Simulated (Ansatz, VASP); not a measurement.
# Two plane-wave programs on W

```xyz
1
Lattice="-1.6372 1.6372 1.6372 1.6372 -1.6372 1.6372 1.6372 1.6372 -1.6372" Properties=species:S:1:pos:R:3 pbc="T T T"
W     0.0000    0.0000    0.0000
```

Change from the starting cell: strain +0.025 along x and y, +0.025 along z, atoms carried along.

Alike in both runs: task single point; functional PBE; k mesh 20 × 20 × 20; occupations gaussian, width 0.15 eV; no spin polarisation.

```csv
,VASP,Ansatz
version,VASP 6.6.1,Ansatz 0.2.0
potentials or method,"VASP PAW PBE potentials, release 64 (W_sv), cutoff 520 eV","scalar-relativistic, plane waves, PAW"
valence electrons in the cell,14,14
```

Ansatz gave:

| Item | Value |
| --- | --- |
| gap on the k mesh at the Fermi level (eV) | none |
| pressure (GPa) | -21.5 |

Q: Which values does VASP return?

A: gap on the k mesh at the Fermi level (eV): none; pressure (GPa): -21.2.

A gap of «none» marks a metal or a gap that the smearing closes. The functional is the same, so the differences come from potentials, cutoffs and numerics.

Spin-orbit coupling is off throughout.
